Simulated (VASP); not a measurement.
# Sn (P6_3/mmc) in VASP: single point with HSE06

Aim: the single point of Sn with HSE06.

Everything below comes from runs of VASP 6.6.1. Logs are shortened: lines on timing, memory, paths and dates and some standing lists are left out, and cuts for length are marked.

### 1 The cell of the first run

Symmetry: P6_3/mmc, No. 194, hexagonal system. The conventional cell has a = 3.377 Å, b = 3.377 Å, c = 5.615 Å, α = 90.00°, β = 90.00°, γ = 120.00°. Sn (site symmetry -6m2) has 12 Sn at 3.38 to 3.42 Å within 4.4 Å.

This isn't the form of Sn at room conditions, which is tetragonal (white tin).

### 2 Single point, HSE06

Contents of POSCAR:

```
Sn
1.0
    3.3772842046      0.0000000000      0.0000000000
   -1.6886421023      2.9248139170      0.0000000000
    0.0000000000      0.0000000000      5.6150201079
Sn
2
Direct
    0.3333333333      0.6666666667      0.2500000000
    0.6666666667      0.3333333333      0.7500000000
```

Contents of INCAR.step1:

```
  PREC = Accurate
  ENCUT = 520
  EDIFF = 1E-5
  ISMEAR = -1
  SIGMA = 0.1
  LREAL = False
  LASPH = True
  NELM = 100
  ALGO = Normal
  ISIF = 2
  LWAVE = True
  LCHARG = False
  NBANDS = 21
  GGA = PE
```

Contents of INCAR.step2:

```
  PREC = Accurate
  ENCUT = 520
  EDIFF = 1E-7
  ISMEAR = -1
  SIGMA = 0.1
  LREAL = False
  LASPH = True
  NELM = 100
  ALGO = Normal
  ISIF = 2
  LWAVE = False
  LCHARG = False
  GGA = PE
  LHFCALC = True
  HFSCREEN = 0.2079
  PRECFOCK = Normal
  NBANDS = 21
  ISTART = 1
```

Contents of KPOINTS:

```
regular mesh
0
Gamma
  6 6 3
```

Potentials or basis: VASP PAW PBE potentials, release 64 (Sn_d).

Command:

```sh
$ cat potpaw_PBE.64/Sn_d/POTCAR > POTCAR
$ cp INCAR.step1 INCAR
$ mpirun -np 1 vasp_std > vasp.out
$ cp INCAR.step2 INCAR
$ mpirun -np 1 vasp_std > vasp.out
```

OUTCAR:

```text
PREC = Accurate
   ENCUT = 520
   EDIFF = 1E-7
   ISMEAR = -1
   LREAL = False
   LASPH = True
   NELM = 100
   ISIF = 2
   GGA = PE
   LHFCALC = True
   HFSCREEN = 0.2079
   PRECFOCK = Normal
   ISTART = 1

 ion  position               nearest neighbor table
   1  0.333  0.667  0.250-   2 3.42   2 3.42   2 3.42   2 3.42   2 3.42   2 3.42
   2  0.667  0.333  0.750-   1 3.42   1 3.42   1 3.42   1 3.42   1 3.42   1 3.42

  LATTYP: Found a hexagonal cell.
 ALAT       =     3.3772842046
 C/A-ratio  =     1.6625844222

  Lattice vectors:

 A1 = (   3.3772842046,   0.0000000000,   0.0000000000)
 A2 = (  -1.6886421023,   2.9248139170,   0.0000000000)
 A3 = (   0.0000000000,   0.0000000000,   5.6150201079)

Analysis of symmetry for initial positions (statically):
=====================================================================
 Subroutine PRICEL returns:
 Original cell was already a primitive cell.

 Routine SETGRP: Setting up the symmetry group for a
 hexagonal supercell.

 Subroutine GETGRP returns: Found 24 space group operations
 (whereof 12 operations were pure point group operations)
 out of a pool of 24 trial point group operations.

The static configuration has the point symmetry D_3d.
 The point group associated with its full space group is D_6h.

Analysis of symmetry for dynamics (positions and initial velocities):
=====================================================================
 Subroutine PRICEL returns:
 Original cell was already a primitive cell.

 Routine SETGRP: Setting up the symmetry group for a
 hexagonal supercell.

 Subroutine GETGRP returns: Found 24 space group operations
 (whereof 12 operations were pure point group operations)
 out of a pool of 24 trial point group operations.

The dynamic configuration has the point symmetry D_3d.
 The point group associated with its full space group is D_6h.

 Subroutine INISYM returns: Found 24 space group operations
 (whereof 12 operations are pure point group operations),
 and found     1 'primitive' translations

----------------------------------------------------------------------------------------

                                     Primitive cell

  volume of cell :      55.4648

  direct lattice vectors                    reciprocal lattice vectors
     3.377284205  0.000000000  0.000000000     0.296095898  0.170951047  0.000000000
    -1.688642102  2.924813917  0.000000000     0.000000000  0.341902093  0.000000000
     0.000000000  0.000000000  5.615020108     0.000000000  0.000000000  0.178093752

  length of vectors
     3.377284205  3.377284205  5.615020108     0.341902093  0.341902093  0.178093752

  position of ions in fractional coordinates (direct lattice)
     0.333333333  0.666666667  0.250000000
     0.666666667  0.333333333  0.750000000

  ion indices of the primitive-cell ions
   primitive index   ion index
                 1           1
                 2           2

----------------------------------------------------------------------------------------

 KPOINTS: regular mesh

Automatic generation of k-mesh.
 Grid dimensions read from file:
 generate k-points for:    6    6    3

 Generating k-lattice:

  Cartesian coordinates                     Fractional coordinates (reciprocal lattice)
     0.049349316  0.028491841  0.000000000     0.166666667  0.000000000  0.000000000
     0.000000000  0.056983682  0.000000000     0.000000000  0.166666667  0.000000000
     0.000000000  0.000000000  0.059364584     0.000000000  0.000000000  0.333333333

  Length of vectors
     0.056983682  0.056983682  0.059364584

  Shift w.r.t. Gamma in fractional coordinates (k-lattice)
     0.000000000  0.000000000  0.000000000

 Subroutine IBZKPT returns following result:
 ===========================================

 Found     14 irreducible k-points:

 Following reciprocal coordinates:
            Coordinates               Weight
  0.000000  0.000000  0.000000      1.000000
  0.166667  0.000000  0.000000      6.000000
  0.333333  0.000000  0.000000      6.000000
  0.500000  0.000000  0.000000      3.000000
  0.166667  0.166667  0.000000      6.000000
  0.333333  0.166667  0.000000     12.000000
  0.333333  0.333333  0.000000      2.000000
  0.000000  0.000000  0.333333      2.000000
  0.166667  0.000000  0.333333     12.000000
  0.333333  0.000000  0.333333     12.000000
  0.500000  0.000000  0.333333      6.000000
  0.166667  0.166667  0.333333     12.000000
  0.333333  0.166667  0.333333     24.000000
  0.333333  0.333333  0.333333      4.000000
   k-points           NKPTS =     14   k-points in BZ     NKDIM =    108   number of bands    NBANDS=     21
   number of dos      NEDOS =    301   number of ions     NIONS =      2
   total plane-waves  NPLWV =  32928
   dimension x,y,z NGX =    28 NGY =   28 NGZ =   42
   dimension x,y,z NGXF=    56 NGYF=   56 NGZF=   84
   ions per type =               2
   NGX,Y,Z   is equivalent  to a cutoff of  13.78, 13.78, 12.44 a.u.
   NGXF,Y,Z  is equivalent  to a cutoff of  27.57, 27.57, 24.87 a.u.
 SYSTEM =  unknown system
   PREC   = accura    normal or accurate (medium, high low for compatibility)
   ISTART =      1    job   : 0-new  1-cont  2-samecut
   ICHARG =      0    charge: 1-file 2-atom 10-const
   ISPIN  =      1    spin polarized calculation?
   LNONCOLLINEAR =      F non collinear calculations
   LSORBIT =      F    spin-orbit coupling
   LASPH  =      T    aspherical Exc in radial PAW
   ENCUT  =  520.0 eV  38.22 Ry    6.18 a.u.   6.28  6.28 10.44*2*pi/ulx,y,z
   NELM   =    100;   NELMIN=  2; NELMDL=  0     # of ELM steps
   EDIFF  = 0.1E-06   stopping-criterion for ELM
   LREAL  =      F    real-space projection
   EDIFFG = 0.1E-05   stopping-criterion for IOM
   NSW    =      0    number of steps for IOM
   IBRION =     -1    ionic relax: 0-MD 1-quasi-New 2-CG
   NFREE  =      0    steps in history (QN), initial steepest desc. (CG)
   ISIF   =      2    stress and relaxation
   ISYM   =      3    0-nonsym 1-usesym 2-fastsym
   POTIM  = 0.5000    time-step for ionic-motion
   TEBEG  =    0.0;   TEEND  =   0.0 temperature during run
   PSTRESS=    0.0 pullay stress
   NELECT =      28.0000    total number of electrons
   NUPDOWN=      -1.0000    fix difference up-down
   EMIN   =  10.00;   EMAX   =-10.00  energy-range for DOS
   EFERMI =   0.00;   METHOD = LEGACY
   ISMEAR =    -1;   SIGMA  =   0.10  broadening in eV -4-tet -1-fermi 0-gaus
   EFERMI_NEDOS =   21; number of points for ismear=-14 and -15
   IALGO  =     38    algorithm
   IMIX   =      1    mixing-type and parameters
     AMIX     =   0.40;   BMIX     =  1.00
     AMIX_MAG =   1.60;   BMIX_MAG =  1.00
  volume/ion in A,a.u.               =      27.73       187.15
  Fermi-wavevector in a.u.,A,eV,Ry     =   1.303532  2.463319 23.118970  1.699196
  Thomas-Fermi vector in A             =   2.434528
   LORBIT       =      0    0 simple, 1 ext, 2 COOP (PROOUT), +10 PAW based schemes
   GGA     = PE    functional components
   LHFCALC =     T    Hartree Fock is set to
   PRECFOCK=normal    Normal, Fast or Accurate (Low or Medium for compatibility)
   ENCUT4O =  -1.0   cutoff for four orbital integrals eV
   NKREDX  =     1    reduce k-point grid by
   NKREDY  =     1    reduce k-point grid by
   NKREDZ  =     1    reduce k-point grid by
   AEXX    =    0.2500 exact exchange contribution
   HFSCREEN=    0.2079 screening length (either q_TF or 0.3 A-1)
   HFSCREENC=   0.2079 screening length for correlation (either q_TF or 0.3 A-1)
   ENCUTFOCK=  -1.0 apply spherical cutoff to Coloumb kernel
   IVDW    =     0    specifies the selected vdW correction
   LEPSILON=     F    determine dielectric tensor
   LRPA    =     F    only Hartree local field effects (RPA)
 non-spin polarized calculation
  energy-cutoff  :      520.00
  volume of cell :       55.46
 maximum number of plane-waves:      1521
 NGX is ok and might be reduce to    28
  NGX = 20; NGY = 20; NGZ = 32

 number of electron      28.0000013 magnetization

 Free energy of the ion-electron system (eV)
  ---------------------------------------------------
  ext. energy  EPLUGINS =         0.00000000
  ---------------------------------------------------
  free energy    TOTEN  =        -8.69916669 eV

  energy without entropy =       -8.66088057  energy(sigma->0) =       -8.68002363

 E-fermi :   7.8271     XC(G=0):  -8.5068

 val. band max:        7.6455524039   @ k =   0.1667   0.1667   0.0000
 cond. band min:       7.8751608750   @ k =   0.3333   0.1667   0.3333
 fundamental gap:      0.2296084711
 Fermi energy:         7.8271320905

 k-point     1 :       0.0000    0.0000    0.0000
  band No.  band energies     occupation
      1     -16.0381      2.00000
      2     -16.0381      2.00000
      3     -16.0362      2.00000
      4     -16.0332      2.00000
      5     -16.0282      2.00000
      6     -16.0282      2.00000
[... 13 lines left out ...]
     20      18.3616      0.00000
     21      20.2920      0.00000

 k-point     2 :       0.1667    0.0000    0.0000
  band No.  band energies     occupation
      1     -16.0651      2.00000
      2     -16.0352      2.00000
      3     -16.0137      2.00000
      4     -16.0029      2.00000
      5     -15.9939      2.00000
      6     -15.9937      2.00000
[... 13 lines left out ...]
     20      18.4657      0.00000
     21      19.6601      0.00000

 k-point     3 :       0.3333    0.0000    0.0000
  band No.  band energies     occupation
      1     -16.1028      2.00000
      2     -16.0462      2.00000
      3     -16.0320      2.00000
      4     -16.0091      2.00000
      5     -15.9713      2.00000
      6     -15.9513      2.00000
[... 13 lines left out ...]
     20      17.6107      0.00000
     21      19.0938      0.00000

 k-point     4 :       0.5000    0.0000    0.0000
  band No.  band energies     occupation
      1     -16.1203      2.00000
      2     -16.0540      2.00000
      3     -16.0530      2.00000
      4     -16.0186      2.00000
      5     -15.9671      2.00000
      6     -15.9487      2.00000
[... 13 lines left out ...]
     20      17.2258      0.00000
     21      18.8043      0.00000

 k-point     5 :       0.1667    0.1667    0.0000
  band No.  band energies     occupation
      1     -16.0562      2.00000
      2     -16.0491      2.00000
      3     -16.0204      2.00000
      4     -16.0062      2.00000
      5     -15.9942      2.00000
      6     -15.9829      2.00000
[... 13 lines left out ...]
     20      18.2161      0.00000
     21      18.9948      0.00000

 k-point     6 :       0.3333    0.1667    0.0000
  band No.  band energies     occupation
      1     -16.0760      2.00000
      2     -16.0556      2.00000
      3     -16.0234      2.00000
      4     -16.0099      2.00000
      5     -15.9676      2.00000
      6     -15.9653      2.00000
[... 13 lines left out ...]
     20      17.7252      0.00000
     21      21.2830      0.00000

 k-point     7 :       0.3333    0.3333    0.0000
  band No.  band energies     occupation
      1     -16.0691      2.00000
      2     -15.9991      2.00000
      3     -15.9991      2.00000
      4     -15.9883      2.00000
      5     -15.9883      2.00000
      6     -15.9804      2.00000
[... 13 lines left out ...]
     20      22.8954      0.00000
     21      23.0176      0.00000

 k-point     8 :       0.0000    0.0000    0.3333
  band No.  band energies     occupation
      1     -16.0438      2.00000
      2     -16.0438      2.00000
      3     -16.0365      2.00000
      4     -16.0365      2.00000
      5     -16.0343      2.00000
      6     -16.0328      2.00000
[... 13 lines left out ...]
     20      18.7394      0.00000
     21      19.6630      0.00000

 k-point     9 :       0.1667    0.0000    0.3333
  band No.  band energies     occupation
      1     -16.0602      2.00000
      2     -16.0459      2.00000
      3     -16.0249      2.00000
      4     -16.0124      2.00000
      5     -16.0083      2.00000
      6     -16.0026      2.00000
[... 13 lines left out ...]
     20      17.4701      0.00000
     21      20.0783      0.00000

 k-point    10 :       0.3333    0.0000    0.3333
  band No.  band energies     occupation
      1     -16.0902      2.00000
      2     -16.0621      2.00000
      3     -16.0401      2.00000
      4     -16.0034      2.00000
      5     -15.9838      2.00000
      6     -15.9392      2.00000
[... 13 lines left out ...]
     20      16.3145      0.00000
     21      16.5429      0.00000

 k-point    11 :       0.5000    0.0000    0.3333
  band No.  band energies     occupation
      1     -16.1036      2.00000
      2     -16.0703      2.00000
      3     -16.0576      2.00000
      4     -16.0173      2.00000
      5     -15.9868      2.00000
      6     -15.9230      2.00000
[... 13 lines left out ...]
     20      15.4312      0.00000
     21      17.1513      0.00000

 k-point    12 :       0.1667    0.1667    0.3333
  band No.  band energies     occupation
      1     -16.0551      2.00000
      2     -16.0471      2.00000
      3     -16.0336      2.00000
      4     -16.0104      2.00000
      5     -15.9829      2.00000
      6     -15.9728      2.00000
[... 13 lines left out ...]
     20      18.2267      0.00000
     21      18.8630      0.00000

 k-point    13 :       0.3333    0.1667    0.3333
  band No.  band energies     occupation
      1     -16.0659      2.00000
      2     -16.0485      2.00000
      3     -16.0336      2.00000
      4     -16.0117      2.00000
      5     -15.9977      2.00000
      6     -15.9396      2.00000
[... 13 lines left out ...]
     20      17.5382      0.00000
     21      18.1778      0.00000

 k-point    14 :       0.3333    0.3333    0.3333
  band No.  band energies     occupation
      1     -16.0328      2.00000
      2     -16.0328      2.00000
      3     -16.0282      2.00000
      4     -15.9745      2.00000
      5     -15.9712      2.00000
      6     -15.9712      2.00000
[... 13 lines left out ...]
     20      18.5986      0.00000
     21      18.5986      0.00000

------------------------ aborting loop because EDIFF is reached ----------------------------------------

  FORCE on cell =-STRESS in cart. coord.  units (eV):
  Direction    XX          YY          ZZ          XY          YZ          ZX
  --------------------------------------------------------------------------------------
  -------------------------------------------------------------------------------------
  Total       -0.1733683     -0.1733683     -0.2461278      0.0000000      0.0000000      0.0000000
  in kB       -5.0079849     -5.0079849     -7.1097471      0.0000000      0.0000000      0.0000000
  external PRESSURE =      -5.7085723 kB  Pullay stress =       0.0000000 kB

 VOLUME and BASIS-vectors are now :
 -----------------------------------------------------------------------------
  energy-cutoff  :      520.00
  volume of cell :       55.46
      direct lattice vectors                 reciprocal lattice vectors
     3.377284205  0.000000000  0.000000000     0.296095898  0.170951047  0.000000000
    -1.688642102  2.924813917  0.000000000     0.000000000  0.341902093  0.000000000
     0.000000000  0.000000000  5.615020108     0.000000000  0.000000000  0.178093752

 POSITION                                       TOTAL-FORCE (eV/Angst)
 -----------------------------------------------------------------------------------
     -0.00000      1.94988      1.40376        -0.000000     -0.000000     -0.000000
      1.68864      0.97494      4.21127         0.000000      0.000000      0.000000
 -----------------------------------------------------------------------------------
    total drift:                                0.000000     -0.000000     -0.000000

  FREE ENERGIE OF THE ION-ELECTRON SYSTEM (eV)
  ---------------------------------------------------
  free  energy   TOTEN  =        -8.6991666871 eV

  energy  without entropy=       -8.6608805689  energy(sigma->0) =       -8.68002363
```

It took 1.5 h on 1 thread of Oxide Virtual Turin-like, shared host; peak memory 0.26 GiB.

What came out:

```yaml
Free_energy: -8.6992 eV
Pressure: -0.6 GPa
Band_gap_on_the_k_mesh: zero (bands 14 and 15 overlap by 9.19 eV)
```

Caveat: the k points lie up to 0.37 Å⁻¹ apart, too coarse for converged energies and pressures of a metal; the PAW data sets were made with another functional, which shifts forces and pressure a little; spin-orbit coupling is left out, which moves the levels of the heavy elements.

The gap in the log of VASP goes by the Fermi energy; the results here count the filled bands.